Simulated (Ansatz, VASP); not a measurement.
# Two plane-wave programs on Li3IF2

```
CELL_PARAMETERS angstrom
5.74059 0.00000 0.00000
-2.87029 4.97149 0.00000
0.00000 0.00000 3.74882
ATOMIC_POSITIONS crystal
Li 0.50000 0.00000 0.50000
Li 0.00000 0.50000 0.50000
Li 0.50000 0.50000 0.50000
I 0.00000 0.00000 0.50000
F 0.33333 0.66667 0.50000
F 0.66667 0.33333 0.50000
```

Alike in both runs: task single point; functional PBE; k mesh 6 × 6 × 4; occupations gaussian, width 0.1 eV; no spin polarisation.

|  | VASP | Ansatz |
| --- | --- | --- |
| version | VASP 6.6.1 | Ansatz 0.2.0 |
| potentials or method | VASP PAW PBE potentials, release 64 (Li_sv, I, F), cutoff 520 eV | scalar-relativistic, plane waves, PAW |
| valence electrons in the cell | 30 | 40 |

```tsv
	VASP	Ansatz	Ansatz less VASP
gap on the k mesh at the Fermi level (eV)	2.71	2.71	0.000
least direct gap on the mesh (eV)	2.71	2.71	0.000
```

VASP's potentials hold 30 valence electrons a cell and Ansatz's 40, so a difference there can come from the potentials and not from the codes.

Spin-orbit coupling is off throughout. Noted on VASP's run: the cutoff is short for stress, so the pressure is rough.
